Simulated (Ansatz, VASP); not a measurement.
**SiO2: VASP beside Ansatz**

```
Si O
1.0
     3.91062    0.00000    0.00000
     0.00000    3.91062    0.00000
     0.00000    0.00000    3.00453
Si O
2 4
Cartesian
  1.9553 1.9553 1.5023
  0.0000 0.0000 0.0000
  2.7156 2.7156 0.0000
  0.7603 3.1503 1.5023
  1.1950 1.1950 0.0000
  3.1503 0.7603 1.5023
```

Alike in both runs: task single point; functional LDA; k mesh 6 × 6 × 10; occupations gaussian, width 0.05 eV; no spin polarisation.

|  | VASP | Ansatz |
| --- | --- | --- |
| version | VASP 6.6.1 | Ansatz 0.2.0 |
| potentials or method | VASP PAW LDA potentials, release 64 (Si, O), cutoff 520 eV | scalar-relativistic, plane waves, PAW |
| valence electrons in the cell | 32 | 32 |

|  | VASP | Ansatz | Ansatz less VASP |
| --- | --- | --- | --- |
| gap on the k mesh at the Fermi level (eV) | 4.63 | 4.68 | +0.046 |
| least direct gap on the mesh (eV) | 4.63 | 4.68 | +0.046 |
| pressure (GPa) | 0.7 | -0.4 | -1.09 |
| traceless stress, the component that is largest in VASP (GPa) | -47.09 | -46.80 | +0.293 |
| rms of the force components (eV/Å) | 0.338 | 0.360 | +0.0217 |

Ansatz warns that its potentials were made for another functional, while VASP's fit it. LDA's correlation is that of Perdew and Zunger in VASP and of Perdew and Wang (1992) in Ansatz. Atom by atom the forces differ by 0.022 eV/Å (rms over components).
